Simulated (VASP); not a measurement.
Set up this calculation in VASP 6.6.1, as the native input.

```yaml
Task: relaxation of shape and atoms at fixed volume
Functional: PBEsol
Potentials_or_basis: VASP PAW PBE potentials, release 64 (Zn)
Cutoff: 600 eV
k_mesh: 18 × 18 × 8
Occupations: gaussian, width 0.1 eV
Spin: no spin polarisation
Dipole_correction: no
Further_INCAR_settings: ALGO = Fast; EDIFF = 1e-06; IBRION = 2; EDIFFG = -0.01; NSW = 50; ISIF = 4
```

The structure of Zn lies in POSCAR:

```
Zn
1.0
    2.5664904278      0.0000000000      0.0000000000
   -1.2832452139      2.2226459090      0.0000000000
    0.0000000000      0.0000000000      4.8456177528
Zn
2
Direct
    0.3333333333      0.6666666667      0.2500000000
    0.6666666667      0.3333333333      0.7500000000
```

These files were run (other wordings do the same):

INCAR

```
SYSTEM = Zn
ALGO = Fast
EDIFF = 1E-6
EDIFFG = -0.01
ENCUT = 600
GGA = PS
IBRION = 2
ISIF = 4
ISMEAR = 0
LASPH = .True.
LCHARG = .False.
LREAL = .False.
LWAVE = .False.
NELM = 60
NSW = 50
PREC = Accurate
SIGMA = 0.1
```

KPOINTS

```
k-points
0
Gamma
  18 18 8
  0 0 0
```

Potentials or basis: VASP PAW PBE potentials, release 64 (Zn).

Command:

```console
$ cat potpaw_PBE.64/Zn/POTCAR > POTCAR
$ mpirun -np 1 vasp_std > vasp.out
```

It gave:

| Property | Result |
| --- | --- |
| Energy gained by relaxing | 1.7 meV/atom |
| Ionic steps | 5 |
| Pressure after relaxing | 2.8 GPa |
| Band gap on the k mesh | zero (bands 12 and 13 overlap by 4.37 eV) |

Caveat: the PAW data sets were made with another functional, which shifts forces and pressure a little.

It took 2 min on 1 thread of Intel(R) Xeon(R) 6975P-C (Granite Rapids), with other jobs on the host, peak memory 0.22 GiB.
